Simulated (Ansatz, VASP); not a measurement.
## Two plane-wave programs on Te

INCAR

```
  PREC = Accurate
  ENCUT = 520
  EDIFF = 1E-6
  ISMEAR = -1
  SIGMA = 0.1
  LREAL = F
  LASPH = T
  NELM = 60
  ALGO = Normal
  ISIF = 2
  LWAVE = F
  LCHARG = F
  GGA = PS
  NBANDS = 13
```

KPOINTS

```
regular mesh
0
Gamma
  14 14 7
```

POSCAR

```
Te
1.0
   -2.7698128649      2.4182947599      1.4571065383
    2.4182947599     -2.7698128649      1.4571065383
    3.6920018177      3.6920018177     -2.1009125915
Te
2
Direct
    0.0141608072      0.9858391928      1.0000000000
    0.7358391928      0.2641608072      0.5000000000
```

Input for Ansatz:

```yaml
crystal:
  lattice:
    - [-2.7698128649, 2.4182947599, 1.4571065383]
    - [2.4182947599, -2.7698128649, 1.4571065383]
    - [3.6920018177, 3.6920018177, -2.1009125915]
  atoms:
    - { symbol: Te, position: [0.0141608072, 0.9858391928, 1.0] }
    - { symbol: Te, position: [0.7358391928, 0.2641608072, 0.5] }
hamiltonian:
  xc: pbesol
  pseudopotentials:
    kind: paw
    azcp:
      Te: "pseudopotentials/Te.paw.azcp"
basis:
  ecutwfc: 420
  fft_grid_basis: typed
kpoints:
  mp_grid: { grid: [14, 14, 7], shift: [0, 0, 0] }
magnetization:
  spin_polarized: false
scf:
  occupations: { method: fermi_dirac, width: 0.1 }
  lower_state_search: "off"
output:
  stress: true
```

Alike in both runs: task single point; functional PBEsol; k mesh 14 × 14 × 7; occupations fermi-dirac, width 0.1 eV; no spin polarisation.

|  | VASP | Ansatz |
| --- | --- | --- |
| version | VASP 6.6.1 | Ansatz 0.2.0 |
| potentials or method | VASP PAW PBE potentials, release 64 (Te), cutoff 520 eV | plane waves (420 eV) with PAW, scalar-relativistic |
| valence electrons in the cell | 12 | 32 |

Ansatz gave:

| Quantity | Value |
| --- | --- |
| pressure (GPa) | 9.9 |
| traceless stress, the component that is largest in VASP (GPa) | 2.67 |

Q: Estimate VASP's values.

A: Pressure (GPa): 10.0; traceless stress, the component that is largest in VASP (GPa): 2.70.

VASP's potentials were made for PBE, not for PBEsol, and Ansatz warns of the same on its side. VASP's potentials hold 12 valence electrons a cell and Ansatz's 32, so a difference there can come from the potentials and not from the codes.

Spin-orbit coupling is off throughout.
